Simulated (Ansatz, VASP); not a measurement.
# One calculation of BP, two programs

The input INCAR:

```
SYSTEM = BP
PREC     = Accurate       ! precision mode
ENCUT    = 600            ! plane-wave cutoff, eV
EDIFF    = 1E-6           ! SCF threshold, eV
ISMEAR   = -1             ! smearing method
SIGMA    = 0.05           ! smearing width, eV
LREAL    = .False.        ! projectors in reciprocal space
LASPH    = .True.         ! aspherical terms in the spheres
NELM     = 60             ! most SCF steps
ALGO     = Normal         ! electronic algorithm
ISIF     = 3              ! what is computed and relaxed
LWAVE    = .False.        ! write WAVECAR
LCHARG   = .False.        ! write CHGCAR
GGA      = RE             ! functional
IVDW     = 12             ! dispersion correction
IBRION   = 2              ! ionic algorithm
NSW      = 60             ! ionic steps
EDIFFG   = -0.01          ! ionic threshold
```

File KPOINTS:

```
Automatic mesh
0
Gamma
  10 10 10
  0 0 0
```

POSCAR

```
BP
1.0
    0.0000000000      2.2690000000      2.2690000000
    2.2690000000      0.0000000000      2.2690000000
    2.2690000000      2.2690000000      0.0000000000
P B
1 1
Direct
    0.7500000000      0.7500000000      0.7500000000
    0.0000000000      0.0000000000      0.0000000000
```

File input.yaml:

```yaml
crystal:
  lattice:
    - [0.0, 2.269, 2.269]
    - [2.269, 0.0, 2.269]
    - [2.269, 2.269, 0.0]
  atoms:
    - { symbol: P, position: [0.75, 0.75, 0.75] }
    - { symbol: B, position: [0.0, 0.0, 0.0] }
hamiltonian:
  xc: revpbe
  pseudopotentials: { kind: paw }
  dispersion: d3bj
kpoints:
  mp_grid: { grid: [10, 10, 10] }
scf:
  occupations: { method: fermi_dirac, width: 0.05 }
output:
  forces: true
  stress: true
relax:
  f_tol: 0.01
  max_steps: 40
  cell: { stress_tol: 0.05 }
```

Alike in both runs: task relaxation of cell and atoms; functional revPBE; dispersion D3(BJ); k mesh 10 × 10 × 10; occupations fermi-dirac, width 0.05 eV; no spin polarisation.

```csv
,VASP,Ansatz
version,VASP 6.6.1,Ansatz 0.2.0
potentials or method,"VASP PAW PBE potentials, release 64 (P, B)",Ansatz PAW
plane-wave cutoff (eV),600,420
valence electrons in the cell,8,8
```

VASP gave:

```
relaxed volume (Å³/atom)                                     : 11.24
relaxed cell length with the largest relative difference (Å) : 3.168
```

Q: Estimate Ansatz's values.

A: Relaxed volume (Å³/atom): 11.28; relaxed cell length with the largest relative difference (Å): 3.171.

VASP's potentials were made for PBE, not for revPBE.

Noted on Ansatz's run: the plane-wave basis is chosen anew once the cell has moved, so the energies of steps on either side of that aren't comparable.
